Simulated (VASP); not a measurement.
Input of a VASP 6.6.1 run:

File INCAR:

```
PREC = Accurate
ENCUT = 520
EDIFF = 1E-6
ISMEAR = 0
SIGMA = 0.15
LREAL = False
LASPH = True
NELM = 60
ALGO = Normal
ISIF = 2
LWAVE = False
LCHARG = True
GGA = PS
LELF = True
LVHAR = True
NBANDS = 15
```

The input KPOINTS:

```
Automatic mesh
0
Gamma
  18 18 12
```

The input POSCAR:

```
TiSi
1.0
    1.8706633400     -2.1811527200      0.0000000000
    1.8706633400      2.1811527200      0.0000000000
    0.0000000000      0.0000000000      3.8609930100
Ti Si
1 1
Direct
    0.5000000000      0.5000000000      0.0000000000
    0.0000000000      0.0000000000      0.5000000000
```

Potentials or basis: VASP PAW PBE potentials, release 64 (Ti_sv, Si).

Run with:

```bash
$ cat potpaw_PBE.64/Ti_sv/POTCAR potpaw_PBE.64/Si/POTCAR > POTCAR
$ mpirun -np 1 vasp_std > vasp.out
```

(1) Predict the pressure.

(2) Predict the band gap on the k mesh.

Results:

(1) -12.1 GPa.

(2) zero (bands 8 and 9 overlap by 1.39 eV).

Caveat: the cell differs from its parent crystal (strain +0.030 along x and y, +0.015 along z); the cell stands under tension; the PAW data sets were made with another functional, which shifts forces and pressure a little.
